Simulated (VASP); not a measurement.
The system is RbAuBr3.

```xyz
5
Lattice="5.4370 0.0000 0.0000 0.0000 5.4370 0.0000 0.0000 0.0000 5.4370" Properties=species:S:1:pos:R:3 pbc="T T T"
Rb    2.7185    2.7185    2.7185
Au    0.0000    0.0000    0.0000
Br    2.7185    0.0000    0.0000
Br    0.0000    0.0000    2.7185
Br    0.0000    2.7185    0.0000
```

Base run:

```yaml
Program: VASP 6.6.1
Functional: LDA
Potentials_or_basis: VASP PAW LDA potentials, release 64 (Rb_sv, Au, Br)
Cutoff: 520 eV
k_mesh: 5 × 5 × 5
Occupations: gaussian, width 0.1 eV
Spin: no spin polarisation
```

Its results: band gap on the k mesh zero (an odd number of electrons rules out a gap without spin polarisation); pressure -3.9 GPa.

The run is repeated on the same cell with these changes: k mesh from 5 × 5 × 5 to 2 × 2 × 2; further incar settings from ALGO = Normal; EDIFF = 1e-06; NBANDS = 28 to ALGO = Normal; EDIFF = 1e-07; NBANDS = 28. What comes out?

Band gap on the k mesh zero (an odd number of electrons rules out a gap without spin polarisation); pressure -5.0 GPa.

Caveats: some runs use coarse meshes; spin-orbit coupling is left out, which moves the levels of the heavy elements; an odd number of electrons without spin polarisation forces a metal; a magnetic or distorted state may lie lower; the cell stands under tension (at least some runs).
